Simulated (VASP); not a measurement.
# Os (Im-3m) in VASP: further runs

The runs below take Os through single point, with PBE.

Everything below comes from runs of VASP 6.6.1. Logs are shortened: lines on timing, memory, paths and dates and some standing lists are left out, and cuts for length are marked.

### 1 The cell of the first run

Symmetry: Im-3m, No. 229, cubic system. Conventional cell: a = 2.871 Å, b = 2.871 Å, c = 2.871 Å, α = 90.00°, β = 90.00°, γ = 90.00°. Os (site symmetry m-3m) has 14 Os at 2.49 to 2.87 Å within 3.3 Å.

This isn't the form of Os at room conditions, which is hcp.

### 2 Single point, PBE (11.83 Å³/atom)

The input, INCAR:

```
ALGO = Normal
EDIFF = 1E-7
ENCUT = 520
GGA = PE
ISIF = 2
ISMEAR = -1
LASPH = True
LCHARG = False
LREAL = False
LWAVE = False
NBANDS = 10
NELM = 60
PREC = Accurate
SIGMA = 0.1
```

The input, KPOINTS:

```
k-points
0
Gamma
  17 17 17
```

The input, POSCAR:

```
Os
1.0
   -1.4354318484      1.4354318484      1.4354318484
    1.4354318484     -1.4354318484      1.4354318484
    1.4354318484      1.4354318484     -1.4354318484
Os
1
Direct
    0.0000000000      0.0000000000      0.0000000000
```

Potentials or basis: VASP PAW PBE potentials, release 64 (Os).

Started as:

```sh
cat potpaw_PBE.64/Os/POTCAR > POTCAR
mpirun -np 1 vasp_std > vasp.out
```

OUTCAR:

```text
EDIFF = 1E-7
   ENCUT = 520
   GGA = PE
   ISIF = 2
   ISMEAR = -1
   LASPH = True
   LREAL = False
   NELM = 60
   PREC = Accurate

 ion  position               nearest neighbor table
   1  0.000  0.000  0.000-

  LATTYP: Found a body centered cubic cell.
 ALAT       =     2.8708636968

  Lattice vectors:

 A1 = (  -1.4354318484,   1.4354318484,   1.4354318484)
 A2 = (   1.4354318484,  -1.4354318484,   1.4354318484)
 A3 = (   1.4354318484,   1.4354318484,  -1.4354318484)

Analysis of symmetry for initial positions (statically):
=====================================================================
 Subroutine PRICEL returns:
 Original cell was already a primitive cell.

 Routine SETGRP: Setting up the symmetry group for a
 body centered cubic supercell.

 Subroutine GETGRP returns: Found 48 space group operations
 (whereof 48 operations were pure point group operations)
 out of a pool of 48 trial point group operations.

The static configuration has the point symmetry O_h .

Analysis of symmetry for dynamics (positions and initial velocities):
=====================================================================
 Subroutine PRICEL returns:
 Original cell was already a primitive cell.

 Routine SETGRP: Setting up the symmetry group for a
 body centered cubic supercell.

 Subroutine GETGRP returns: Found 48 space group operations
 (whereof 48 operations were pure point group operations)
 out of a pool of 48 trial point group operations.

The dynamic configuration has the point symmetry O_h .

 Subroutine INISYM returns: Found 48 space group operations
 (whereof 48 operations are pure point group operations),
 and found     1 'primitive' translations

----------------------------------------------------------------------------------------

                                     Primitive cell

  volume of cell :      11.8306

  direct lattice vectors                    reciprocal lattice vectors
    -1.435431848  1.435431848  1.435431848     0.000000000  0.348327230  0.348327230
     1.435431848 -1.435431848  1.435431848     0.348327230  0.000000000  0.348327230
     1.435431848  1.435431848 -1.435431848     0.348327230  0.348327230  0.000000000

  length of vectors
     2.486240892  2.486240892  2.486240892     0.492609093  0.492609093  0.492609093

  position of ions in fractional coordinates (direct lattice)
     0.000000000  0.000000000  0.000000000

  ion indices of the primitive-cell ions
   primitive index   ion index
                 1           1

----------------------------------------------------------------------------------------

 KPOINTS: k-points

Automatic generation of k-mesh.
 Grid dimensions read from file:
 generate k-points for:   17   17   17

 Generating k-lattice:

  Cartesian coordinates                     Fractional coordinates (reciprocal lattice)
     0.000000000  0.020489837  0.020489837     0.058823529  0.000000000  0.000000000
     0.020489837  0.000000000  0.020489837     0.000000000  0.058823529  0.000000000
     0.020489837  0.020489837  0.000000000     0.000000000  0.000000000  0.058823529

  Length of vectors
     0.028977005  0.028977005  0.028977005

  Shift w.r.t. Gamma in fractional coordinates (k-lattice)
     0.000000000  0.000000000  0.000000000

 Subroutine IBZKPT returns following result:
 ===========================================

 Found    165 irreducible k-points:

 Following reciprocal coordinates:
            Coordinates               Weight
  0.000000  0.000000  0.000000      1.000000
  0.058824  0.000000  0.000000     12.000000
  0.117647  0.000000  0.000000     12.000000
  0.176471  0.000000  0.000000     12.000000
  0.235294  0.000000  0.000000     12.000000
  0.294118  0.000000  0.000000     12.000000
[... 16 lines left out ...]
  0.411765  0.117647 -0.000000     48.000000
  0.176471  0.176471  0.000000     24.000000
 [... further k-points ...]
   k-points           NKPTS =    165   k-points in BZ     NKDIM =    165   number of bands    NBANDS=     10
   number of dos      NEDOS =    301   number of ions     NIONS =      1
   total plane-waves  NPLWV =   5832
   dimension x,y,z NGX =    18 NGY =   18 NGZ =   18
   dimension x,y,z NGXF=    36 NGYF=   36 NGZF=   36
   ions per type =               1
   NGX,Y,Z   is equivalent  to a cutoff of  12.04, 12.04, 12.04 a.u.
   NGXF,Y,Z  is equivalent  to a cutoff of  24.07, 24.07, 24.07 a.u.
 SYSTEM =  unknown system
   PREC   = accura    normal or accurate (medium, high low for compatibility)
   ISTART =      0    job   : 0-new  1-cont  2-samecut
   ICHARG =      2    charge: 1-file 2-atom 10-const
   ISPIN  =      1    spin polarized calculation?
   LNONCOLLINEAR =      F non collinear calculations
   LSORBIT =      F    spin-orbit coupling
   LASPH  =      T    aspherical Exc in radial PAW
   ENCUT  =  520.0 eV  38.22 Ry    6.18 a.u.   4.62  4.62  4.62*2*pi/ulx,y,z
   NELM   =     60;   NELMIN=  2; NELMDL= -5     # of ELM steps
   EDIFF  = 0.1E-06   stopping-criterion for ELM
   LREAL  =      F    real-space projection
   EDIFFG = 0.1E-05   stopping-criterion for IOM
   NSW    =      0    number of steps for IOM
   IBRION =     -1    ionic relax: 0-MD 1-quasi-New 2-CG
   NFREE  =      0    steps in history (QN), initial steepest desc. (CG)
   ISIF   =      2    stress and relaxation
   ISYM   =      2    0-nonsym 1-usesym 2-fastsym
   POTIM  = 0.5000    time-step for ionic-motion
   TEBEG  =    0.0;   TEEND  =   0.0 temperature during run
   PSTRESS=    0.0 pullay stress
   NELECT =       8.0000    total number of electrons
   NUPDOWN=      -1.0000    fix difference up-down
   EMIN   =  10.00;   EMAX   =-10.00  energy-range for DOS
   EFERMI =   0.00;   METHOD = LEGACY
   ISMEAR =    -1;   SIGMA  =   0.10  broadening in eV -4-tet -1-fermi 0-gaus
   EFERMI_NEDOS =   21; number of points for ismear=-14 and -15
   IALGO  =     38    algorithm
   IMIX   =      4    mixing-type and parameters
     AMIX     =   0.40;   BMIX     =  1.00
     AMIX_MAG =   1.60;   BMIX_MAG =  1.00
  volume/ion in A,a.u.               =      11.83        79.84
  Fermi-wavevector in a.u.,A,eV,Ry     =   1.436930  2.715404 28.092868  2.064768
  Thomas-Fermi vector in A             =   2.556064
   LORBIT       =      0    0 simple, 1 ext, 2 COOP (PROOUT), +10 PAW based schemes
   GGA     = PE    functional components
   LHFCALC =     F    Hartree Fock is set to
   AEXX    =    0.0000 exact exchange contribution
   IVDW    =     0    specifies the selected vdW correction
   LEPSILON=     F    determine dielectric tensor
   LRPA    =     F    only Hartree local field effects (RPA)
 non-spin polarized calculation
  energy-cutoff  :      520.00
  volume of cell :       11.83
 maximum number of plane-waves:       330
   NGX =  9   NGY =  9   NGZ =  9

 number of electron       8.0000002 magnetization

 Free energy of the ion-electron system (eV)
  ---------------------------------------------------
  ext. energy  EPLUGINS =         0.00000000
  ---------------------------------------------------
  free energy    TOTEN  =        -9.36260706 eV

  energy without entropy =       -9.32716665  energy(sigma->0) =       -9.34488686

 E-fermi :  12.5615     XC(G=0): -15.0296

 val. band max:       12.5418820631   @ k =   0.2941   0.1765   0.0588
 cond. band min:      12.5663742514   @ k =   0.2941   0.2941   0.0000
 fundamental gap:      0.0244921883
 Fermi energy:        12.5615050697

 k-point     1 :       0.0000    0.0000    0.0000
  band No.  band energies     occupation
      1      -0.2931      2.00000
      2       8.1366      2.00000
      3       8.1366      2.00000
      4       8.1366      2.00000
      5      12.3948      1.68227
      6      12.3948      1.68227
      7      28.8272      0.00000
      8      28.8272      0.00000
      9      28.8272      0.00000
     10      43.9847      0.00000

 k-point     2 :       0.0588    0.0000    0.0000
  band No.  band energies     occupation
      1      -0.0829      2.00000
      2       8.0171      2.00000
      3       8.1215      2.00000
      4       8.3418      2.00000
      5      12.2070      1.94388
      6      12.3996      1.66932
      7      29.0000      0.00000
      8      29.1752      0.00000
      9      29.3221      0.00000
     10      42.1538      0.00000

 k-point     3 :       0.1176    0.0000    0.0000
  band No.  band energies     occupation
      1       0.5148      2.00000
      2       7.6888      2.00000
      3       8.0463      2.00000
      4       8.9488      2.00000
      5      11.8142      1.99886
      6      12.4229      1.59984
      7      29.4208      0.00000
      8      30.1869      0.00000
      9      30.5694      0.00000
     10      39.6087      0.00000

 k-point     4 :       0.1765    0.0000    0.0000
  band No.  band energies     occupation
      1       1.3858      2.00000
      2       7.2257      2.00000
      3       7.8895      2.00000
      4       9.9311      2.00000
      5      11.5524      1.99992
      6      12.4863      1.35946
      7      29.7227      0.00000
      8      31.7810      0.00000
      9      31.8089      0.00000
     10      37.8295      0.00000
[... 222 lines left out ...]
 k-point    22 :       0.3529    0.1176    0.0000
  band No.  band energies     occupation
      1       3.3496      2.00000
      2       5.7046      2.00000
      3       9.5790      2.00000
      4      12.1902      1.95237
      5      13.6933      0.00002
      6      17.2854      0.00000
      7      25.2757      0.00000
      8      26.9878      0.00000
      9      32.6391      0.00000
     10      38.7042      0.00000

 k-point    23 :       0.4118    0.1176   -0.0000
  band No.  band energies     occupation
      1       3.2222      2.00000
      2       5.5777      2.00000
      3      10.3844      2.00000
      4      12.1985      1.94832
      5      14.1132      0.00000
      6      18.3591      0.00000
      7      24.0807      0.00000
      8      26.2603      0.00000
      9      31.6955      0.00000
     10      38.7002      0.00000

 k-point    24 :       0.1765    0.1765    0.0000
  band No.  band energies     occupation
      1       3.6010      2.00000
      2       6.5562      2.00000
      3       6.9412      2.00000
      4      11.2137      2.00000
      5      13.2363      0.00234
      6      13.8884      0.00000
      7      28.7695      0.00000
      8      31.0312      0.00000
      9      34.0484      0.00000
     10      35.2222      0.00000

 [... further k-points ...]
[... 5 lines left out ...]
  --------------------------------------------------------------------------------------
  -------------------------------------------------------------------------------------
  Total       10.1044184     10.1044184     10.1044184     -0.0000000      0.0000000      0.0000000
  in kB     1368.4035071   1368.4035071   1368.4035071     -0.0000000      0.0000000      0.0000000
  external PRESSURE =    1368.4035071 kB  Pullay stress =       0.0000000 kB

 VOLUME and BASIS-vectors are now :
 -----------------------------------------------------------------------------
  energy-cutoff  :      520.00
  volume of cell :       11.83
      direct lattice vectors                 reciprocal lattice vectors
    -1.435431848  1.435431848  1.435431848     0.000000000  0.348327230  0.348327230
     1.435431848 -1.435431848  1.435431848     0.348327230  0.000000000  0.348327230
     1.435431848  1.435431848 -1.435431848     0.348327230  0.348327230  0.000000000

 POSITION                                       TOTAL-FORCE (eV/Angst)
 -----------------------------------------------------------------------------------
      0.00000      0.00000      0.00000        -0.000000      0.000000     -0.000000
 -----------------------------------------------------------------------------------
    total drift:                                0.000000     -0.000000      0.000000

  FREE ENERGIE OF THE ION-ELECTRON SYSTEM (eV)
  ---------------------------------------------------
  free  energy   TOTEN  =        -9.3626070646 eV

  energy  without entropy=       -9.3271666503  energy(sigma->0) =       -9.34488686
```

Run time: 27 s. Hardware: 1 thread of Intel Xeon 8259CL, shared host; peak memory 0.13 GiB.

Results:

* Free energy: -9.3626 eV
* Pressure: 136.8 GPa
* Band gap on the k mesh: zero (bands 4 and 5 overlap by 5.86 eV)

Caveat: the cell stands under pressure; spin-orbit coupling is left out, which moves the levels of the heavy elements.

### 3 Single point, PBE (13.31 Å³/atom)

This run uses another cell than the first one, of 13.31 Å³/atom.

INCAR is that of step 2.

KPOINTS is that of step 2.

The input, POSCAR:

```
Os
1.0
   -1.4929092834      1.4929092834      1.4929092834
    1.4929092834     -1.4929092834      1.4929092834
    1.4929092834      1.4929092834     -1.4929092834
Os
1
Direct
    0.0000000000      0.0000000000      0.0000000000
```

Potentials or basis: VASP PAW PBE potentials, release 64 (Os).

Started as:

```sh
cat potpaw_PBE.64/Os/POTCAR > POTCAR
mpirun -np 1 vasp_std > vasp.out
```

It took 19 s on 1 thread of Intel Xeon 8259CL, shared host; peak memory 0.14 GiB.

It converged, with:

```yaml
Free_energy: -10.1799 eV
Pressure: 48.8 GPa
Band_gap_on_the_k_mesh: zero (bands 4 and 5 overlap by 4.85 eV)
```

Levels at points of the mesh, in eV from the Fermi level:
```tsv
k point	band 1	band 2	band 3	band 4	band 5	band 6	band 7	band 8	band 9
(0.00, 0.00, 0.00)	-11.71	-3.76	-3.76	-3.76	-0.09	-0.09	16.27	16.27	16.27
```

Caveat: the cell stands under pressure; spin-orbit coupling is left out, which moves the levels of the heavy elements.

### 4 Single point, PBE (13.31 Å³/atom)

This run uses another cell than the first one, of 13.31 Å³/atom.

The input, INCAR:

```
SYSTEM = Os
PREC     = Accurate       ! precision mode
ENCUT    = 520            ! plane-wave cutoff, eV
EDIFF    = 1E-6           ! SCF threshold, eV
ISMEAR   = -1             ! smearing method
SIGMA    = 0.1            ! smearing width, eV
LREAL    = .False.        ! projectors in reciprocal space
LASPH    = .True.         ! aspherical terms in the spheres
NELM     = 60             ! most SCF steps
ALGO     = Normal         ! electronic algorithm
ISIF     = 2              ! what is computed and relaxed
LWAVE    = .False.        ! write WAVECAR
LCHARG   = .False.        ! write CHGCAR
GGA      = PE             ! functional
NBANDS   = 10             ! bands
```

The input, KPOINTS:

```
Automatic mesh
0
Gamma
  17 17 17
  0 0 0
```

POSCAR is that of step 3.

Started as:

```sh
cat potpaw_PBE.64/Os/POTCAR > POTCAR
mpirun -np 1 vasp_std > vasp.out
```

Run time: 29 s. Hardware: 1 thread of Intel Xeon 8259CL, shared host; peak memory 0.14 GiB.

It converged, with:

```
Free energy            : -10.1799 eV
Pressure               : 48.8 GPa
Band gap on the k mesh : zero (bands 4 and 5 overlap by 4.85 eV)
```

Levels at points of the mesh, in eV from the Fermi level:
```
           k point  band 2  band 3  band 4  band 5  band 6  band 7
(0.00, 0.00, 0.00)   -3.76   -3.76   -3.76   -0.09   -0.09   16.27
```

Caveat: the cell stands under pressure; spin-orbit coupling is left out, which moves the levels of the heavy elements.

### 5 Single point, PBE

This run uses another cell than the first one, of 14.79 Å³/atom.

The input, INCAR:

```
ALGO     = Normal         # electronic algorithm
EDIFF    = 1E-6           # SCF threshold, eV
ENCUT    = 520            # plane-wave cutoff, eV
GGA      = PE             # functional
ISIF     = 2              # what is computed and relaxed
ISMEAR   = -1             # smearing method
LASPH    = T              # aspherical terms in the spheres
LCHARG   = F              # write CHGCAR
LREAL    = F              # projectors in reciprocal space
LWAVE    = F              # write WAVECAR
NBANDS   = 10             # bands
NELM     = 60             # most SCF steps
PREC     = Accurate       # precision mode
SIGMA    = 0.1            # smearing width, eV
```

The input, KPOINTS:

```
k-points
0
Gamma
  17 17 17
```

The input, POSCAR:

```
Os
1.0
   -1.5462720846      1.5462720846      1.5462720846
    1.5462720846     -1.5462720846      1.5462720846
    1.5462720846      1.5462720846     -1.5462720846
Os
1
Direct
    0.0000000000      0.0000000000      0.0000000000
```

Started as:

```sh
cat potpaw_PBE.64/Os/POTCAR > POTCAR
mpirun -np 1 vasp_std > vasp.out
```

It took 28 s on 1 thread of Intel Xeon 8259CL, shared host; peak memory 0.14 GiB.

It converged, with:

```
Free energy            : -10.3843 eV
Pressure               : 0.1 GPa
Band gap on the k mesh : zero (bands 4 and 5 overlap by 4.12 eV)
```

Levels at points of the mesh, in eV from the Fermi level:
```csv
k point,band 1,band 2,band 3,band 4,band 5,band 6,band 7,band 8,band 9
"(0.00, 0.00, 0.00)",-10.70,-3.24,-3.24,-3.24,-0.05,-0.05,16.21,16.21,16.21
```

Caveat: spin-orbit coupling is left out, which moves the levels of the heavy elements.

### 6 Single point, PBE

This run uses another cell than the first one, of 14.79 Å³/atom.

The input, INCAR:

```
SYSTEM = Os
  PREC = Accurate
  ENCUT = 520
  EDIFF = 1E-6
  ISMEAR = -1
  SIGMA = 0.1
  LREAL = .False.
  LASPH = .True.
  NELM = 60
  ALGO = Normal
  ISIF = 2
  LWAVE = .False.
  LCHARG = .True.
  GGA = PE
  LELF = .True.
  LVHAR = .True.
  NBANDS = 10
```

The input, KPOINTS:

```
regular mesh
0
Gamma
  17 17 17
  0 0 0
```

POSCAR is that of step 5.

Potentials or basis: VASP PAW PBE potentials, release 64 (Os).

Started as:

```sh
cat potpaw_PBE.64/Os/POTCAR > POTCAR
mpirun -np 1 vasp_std > vasp.out
```

Wall time 29 s (1 thread of Intel Xeon 8259CL, shared host); peak memory 0.14 GiB.

Results (log left out):

```yaml
Free_energy: -10.3843 eV
Pressure: 0.1 GPa
Band_gap_on_the_k_mesh: zero (bands 4 and 5 overlap by 4.12 eV)
```

Levels at points of the mesh, in eV from the Fermi level:
| k point | band 2 | band 3 | band 4 | band 5 | band 6 | band 7 |
| --- | --- | --- | --- | --- | --- | --- |
| (0.00, 0.00, 0.00) | -3.24 | -3.24 | -3.24 | -0.05 | -0.05 | 16.21 |

Caveat: spin-orbit coupling is left out, which moves the levels of the heavy elements.

### 7 The runs side by side

| cell | gap on the mesh (eV) | pressure (GPa) |
| --- | --- | --- |
| a = 2.486 Å, angles 109.5°, 1 atom | none | 136.8 |
| a = 2.586 Å, angles 109.5°, 1 atom | none | 48.8 |
| a = 2.678 Å, angles 109.5°, 1 atom | none | 0.1 |

Alike in all rows: task single point; level PBE; potentials or basis VASP PAW PBE potentials, release 64 (Os); no spin polarisation; k mesh 17 × 17 × 17; cutoff (eV) 520; smearing fermi-dirac 0.1 eV.

Caveats: spin-orbit coupling is left out, which moves the levels of the heavy elements; the cell stands under pressure (at least some runs).

Total energies depend on the potentials used, so only differences within one code and one set of settings carry meaning.
